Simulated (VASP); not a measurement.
# Pd (Im-3m) in VASP: further runs, part 2 of 2

VASP 6.6.1. The steps go on from the part before.

## (4) Relaxation of cell and atoms, PBE+D3(BJ)

INCAR reads:

```
ALGO     = Fast           # electronic algorithm
EDIFF    = 1E-7           # SCF threshold, eV
EDIFFG   = -0.01          # ionic threshold
ENCUT    = 600            # plane-wave cutoff, eV
GGA      = PE             # functional
IBRION   = 2              # ionic algorithm
ISIF     = 3              # what is computed and relaxed
ISMEAR   = -1             # smearing method
IVDW     = 12             # dispersion correction
LASPH    = True           # aspherical terms in the spheres
LCHARG   = False          # write CHGCAR
LREAL    = False          # projectors in reciprocal space
LWAVE    = False          # write WAVECAR
NELM     = 100            # most SCF steps
NSW      = 60             # ionic steps
PREC     = Accurate       # precision mode
SIGMA    = 0.05           # smearing width, eV
```

KPOINTS reads:

```
k-points
0
Gamma
  12 12 12
```

POSCAR reads:

```
Pd
1.0
   -1.5722810000      1.5722810000      1.5722810000
    1.5722810000     -1.5722810000      1.5722810000
    1.5722810000      1.5722810000     -1.5722810000
Pd
1
Direct
    0.0000000000      0.0000000000      0.0000000000
```

Potentials or basis: VASP PAW PBE potentials, release 64 (Pd).

Command:

```
cat potpaw_PBE.64/Pd/POTCAR > POTCAR
mpirun -np 1 vasp_std > vasp.out
```

OUTCAR:

```text
EDIFF = 1E-7
   EDIFFG = -0.01
   ENCUT = 600
   GGA = PE
   IBRION = 2
   ISIF = 3
   ISMEAR = -1
   IVDW = 12
   LASPH = True
   LREAL = False
   NELM = 100
   NSW = 60
   PREC = Accurate
 IVDW          = 12

 ion  position               nearest neighbor table
   1  0.000  0.000  0.000-

  LATTYP: Found a body centered cubic cell.
 ALAT       =     3.1445620000

  Lattice vectors:

 A1 = (  -1.5722810000,   1.5722810000,   1.5722810000)
 A2 = (   1.5722810000,  -1.5722810000,   1.5722810000)
 A3 = (   1.5722810000,   1.5722810000,  -1.5722810000)

Analysis of symmetry for initial positions (statically):
=====================================================================
 Subroutine PRICEL returns:
 Original cell was already a primitive cell.

 Routine SETGRP: Setting up the symmetry group for a
 body centered cubic supercell.

 Subroutine GETGRP returns: Found 48 space group operations
[... 9 lines left out ...]

 Routine SETGRP: Setting up the symmetry group for a
 body centered cubic supercell.

 Subroutine GETGRP returns: Found 48 space group operations
[... 11 lines left out ...]
                                     Primitive cell

  volume of cell :      15.5471

  direct lattice vectors                    reciprocal lattice vectors
    -1.572281000  1.572281000  1.572281000     0.000000000  0.318009313  0.318009313
     1.572281000 -1.572281000  1.572281000     0.318009313  0.000000000  0.318009313
     1.572281000  1.572281000 -1.572281000     0.318009313  0.318009313  0.000000000

  length of vectors
     2.723270576  2.723270576  2.723270576     0.449733083  0.449733083  0.449733083

  position of ions in fractional coordinates (direct lattice)
     0.000000000  0.000000000  0.000000000

  ion indices of the primitive-cell ions
   primitive index   ion index
                 1           1

----------------------------------------------------------------------------------------

 KPOINTS: k-points

Automatic generation of k-mesh.
 Grid dimensions read from file:
 generate k-points for:   12   12   12

 Generating k-lattice:

  Cartesian coordinates                     Fractional coordinates (reciprocal lattice)
     0.000000000  0.026500776  0.026500776     0.083333333  0.000000000  0.000000000
     0.026500776  0.000000000  0.026500776     0.000000000  0.083333333  0.000000000
     0.026500776  0.026500776  0.000000000     0.000000000  0.000000000  0.083333333

  Length of vectors
     0.037477757  0.037477757  0.037477757

  Shift w.r.t. Gamma in fractional coordinates (k-lattice)
     0.000000000  0.000000000  0.000000000

 Subroutine IBZKPT returns following result:
 ===========================================

 Found     72 irreducible k-points:

 Following reciprocal coordinates:
            Coordinates               Weight
  0.000000  0.000000  0.000000      1.000000
  0.083333  0.000000  0.000000     12.000000
  0.166667  0.000000  0.000000     12.000000
  0.250000  0.000000  0.000000     12.000000
  0.333333  0.000000  0.000000     12.000000
  0.416667  0.000000  0.000000     12.000000
[... 16 lines left out ...]
  0.333333  0.083333  0.083333     24.000000
  0.416667  0.083333  0.083333     12.000000
 [... further k-points ...]
   k-points           NKPTS =     72   k-points in BZ     NKDIM =     72   number of bands    NBANDS=      9
   number of dos      NEDOS =    301   number of ions     NIONS =      1
   total plane-waves  NPLWV =  13824
   dimension x,y,z NGX =    24 NGY =   24 NGZ =   24
   dimension x,y,z NGXF=    48 NGYF=   48 NGZF=   48
   ions per type =               1
   NGX,Y,Z   is equivalent  to a cutoff of  14.65, 14.65, 14.65 a.u.
   NGXF,Y,Z  is equivalent  to a cutoff of  29.30, 29.30, 29.30 a.u.
 SYSTEM =  unknown system
   PREC   = accura    normal or accurate (medium, high low for compatibility)
   ISTART =      0    job   : 0-new  1-cont  2-samecut
   ICHARG =      2    charge: 1-file 2-atom 10-const
   ISPIN  =      1    spin polarized calculation?
   LNONCOLLINEAR =      F non collinear calculations
   LSORBIT =      F    spin-orbit coupling
   LASPH  =      T    aspherical Exc in radial PAW
   ENCUT  =  600.0 eV  44.10 Ry    6.64 a.u.   5.44  5.44  5.44*2*pi/ulx,y,z
   NELM   =    100;   NELMIN=  2; NELMDL= -5     # of ELM steps
   EDIFF  = 0.1E-06   stopping-criterion for ELM
   LREAL  =      F    real-space projection
   EDIFFG = -.1E-01   stopping-criterion for IOM
   NSW    =     60    number of steps for IOM
   IBRION =      2    ionic relax: 0-MD 1-quasi-New 2-CG
   NFREE  =      1    steps in history (QN), initial steepest desc. (CG)
   ISIF   =      3    stress and relaxation
   ISYM   =      2    0-nonsym 1-usesym 2-fastsym
   POTIM  = 0.5000    time-step for ionic-motion
   TEBEG  =    0.0;   TEEND  =   0.0 temperature during run
   PSTRESS=    0.0 pullay stress
   NELECT =      10.0000    total number of electrons
   NUPDOWN=      -1.0000    fix difference up-down
   EMIN   =  10.00;   EMAX   =-10.00  energy-range for DOS
   EFERMI =   0.00;   METHOD = LEGACY
   ISMEAR =    -1;   SIGMA  =   0.05  broadening in eV -4-tet -1-fermi 0-gaus
   EFERMI_NEDOS =   21; number of points for ismear=-14 and -15
   IALGO  =     68    algorithm
   IMIX   =      4    mixing-type and parameters
     AMIX     =   0.40;   BMIX     =  1.00
     AMIX_MAG =   1.60;   BMIX_MAG =  1.00
  volume/ion in A,a.u.               =      15.55       104.92
  Fermi-wavevector in a.u.,A,eV,Ry     =   1.413160  2.670485 27.171123  1.997021
  Thomas-Fermi vector in A             =   2.534834
   LORBIT       =      0    0 simple, 1 ext, 2 COOP (PROOUT), +10 PAW based schemes
   GGA     = PE    functional components
   LHFCALC =     F    Hartree Fock is set to
   AEXX    =    0.0000 exact exchange contribution
   IVDW    =    12    specifies the selected vdW correction
   LEPSILON=     F    determine dielectric tensor
   LRPA    =     F    only Hartree local field effects (RPA)
 conjugate gradient relaxation of ions
 non-spin polarized calculation
 RMM-DIIS sequential band-by-band and
  energy-cutoff  :      600.00
  volume of cell :       15.55
 maximum number of plane-waves:       539
 NGX is ok and might be reduce to    24
   NGX = 11   NGY = 11   NGZ = 11

--------------------------------------- Ionic step        1  -------------------------------------------

 number of electron      10.0000002 magnetization

 Free energy of the ion-electron system (eV)
  ---------------------------------------------------
  ext. energy  EPLUGINS =         0.00000000
  ---------------------------------------------------
  free energy    TOTEN  =        -5.18076845 eV

  energy without entropy =       -5.17027443  energy(sigma->0) =       -5.17552144

------------------------ aborting loop because EDIFF is reached ----------------------------------------

 Edisp (eV)   -0.63154

 E8    (eV) :    -0.2786

  FORCE on cell =-STRESS in cart. coord.  units (eV):
  Direction    XX          YY          ZZ          XY          YZ          ZX
  --------------------------------------------------------------------------------------
  -------------------------------------------------------------------------------------
  Total      -0.79643    -0.79643    -0.79643    -0.00000     0.00000     0.00000
  in kB     -82.07396   -82.07396   -82.07396    -0.00000     0.00000     0.00000
  external pressure =      -82.07 kB  Pullay stress =        0.00 kB
[... 20 lines left out ...]
  energy  without entropy=       -5.8018158903  energy(sigma->0) =       -5.80706290

--------------------------------------- Ionic step        2  -------------------------------------------

 number of electron      10.0000002 magnetization

 E-fermi :  10.8830     XC(G=0): -13.5889

 val. band max:       10.8779148099   @ k =  -0.4167   0.4167   0.3333
 cond. band min:      10.8922946677   @ k =  -0.4167   0.4167   0.4167
 fundamental gap:      0.0143798578
 Fermi energy:        10.8830284405

 k-point     1 :       0.0000    0.0000    0.0000
  band No.  band energies     occupation
      1       3.2744      2.00000
      2       7.6382      2.00000
      3       7.6382      2.00000
      4       7.6382      2.00000
      5       9.8359      2.00000
      6       9.8359      2.00000
      7      30.4262      0.00000
      8      30.4262      0.00000
      9      30.4262      0.00000
[... 351 lines left out ...]
  energy  without entropy=       -5.8232856924  energy(sigma->0) =       -5.82804251

--------------------------------------- Ionic step        4  -------------------------------------------

 number of electron       9.9999999 magnetization

 Free energy of the ion-electron system (eV)
  ---------------------------------------------------
  ext. energy  EPLUGINS =         0.00000000
  ---------------------------------------------------
  free energy    TOTEN  =        -5.16745646 eV

  energy without entropy =       -5.15796172  energy(sigma->0) =       -5.16270909

 E-fermi :   9.7131     XC(G=0): -13.1634

 val. band max:        9.7085641641   @ k =  -0.4167   0.4167   0.4167
 cond. band min:       9.8004401591   @ k =  -0.4167   0.4167   0.2500
 fundamental gap:      0.0918759950
 Fermi energy:         9.7131170101

 k-point     1 :       0.0000    0.0000    0.0000
  band No.  band energies     occupation
      1       2.6277      2.00000
      2       6.7857      2.00000
      3       6.7857      2.00000
      4       6.7857      2.00000
      5       8.7718      2.00000
      6       8.7718      2.00000
      7      29.1254      0.00000
      8      29.1254      0.00000
      9      29.1254      0.00000
[... 308 lines left out ...]
  FREE ENERGIE OF THE ION-ELECTRON SYSTEM (eV)
  ---------------------------------------------------
  free  energy   TOTEN  =        -5.8328045355 eV

  energy  without entropy=       -5.8233097952  energy(sigma->0) =       -5.82805717

 reached required accuracy - stopping structural energy minimisation
```

Wall time 27 s (1 thread of AMD EPYC 9R45 (Zen 5), shared host); peak memory 0.13 GiB.

Results:

```yaml
Free_energy: -5.8328 eV
Relaxed_volume: 14.79 Å³/atom
Relaxed_cell: a = 2.678 Å, b = 2.678 Å, c = 2.678 Å, α = 109.47°, β = 109.47°, γ = 109.47°
Space_group_after_relaxing_to_0.05_Å: Im-3m (No. 229)
Energy_gained_by_relaxing: 20.5 meV/atom
Ionic_steps: 4
Pressure_after_relaxing: 0.0 GPa
Band_gap_on_the_k_mesh: zero (band 5 reaches 10.34 eV, above the bottom of band 6 at 8.66 eV)
Dispersion_energy_per_atom: -0.665 eV
```

Step by step:
```
step  energy change (eV)  largest force (eV/Å)  pressure (GPa)  volume (Å³)
   1              0.0000                0.0000           -8.21        15.55
   2              0.0229                0.0000           15.46        13.82
   3             -0.0205                0.0000           -0.13        14.80
   4             -0.0205                0.0000            0.04        14.79
```

Final structure:
```
CELL_PARAMETERS angstrom
-1.54630 1.54630 1.54630
1.54630 -1.54630 1.54630
1.54630 1.54630 -1.54630
ATOMIC_POSITIONS crystal
Pd 0.00000 0.00000 0.00000
```

Caveat: pairwise dispersion overbinds metals, which lowers pressure and volume.

## (5) Overview

```tsv
task	level	cell	cutoff (eV)	smearing	gap on the mesh (eV)	pressure (GPa)
single point	PBE	a = 2.723 Å, angles 109.5°, 1 atom	520	gaussian 0.026 eV	none	-1.4
single point	RPBE+D4	a = 2.693 Å, angles 109.5°, 1 atom	520	fermi-dirac 0.05 eV	none	-0.3
relaxation of cell and atoms	PBE+D3(BJ)	relaxed from a = 2.723 Å, angles 109.5°, 1 atom	600	fermi-dirac 0.05 eV	none	0.0
```

Alike in all rows: potentials or basis VASP PAW PBE potentials, release 64 (Pd); no spin polarisation; k mesh 12 × 12 × 12.

Caveats: pairwise dispersion overbinds metals, which lowers pressure and volume (some runs); the PAW data sets were made with another functional, which shifts forces and pressure a little (some runs).

Absolute energies hang on the potentials; compare differences alone.
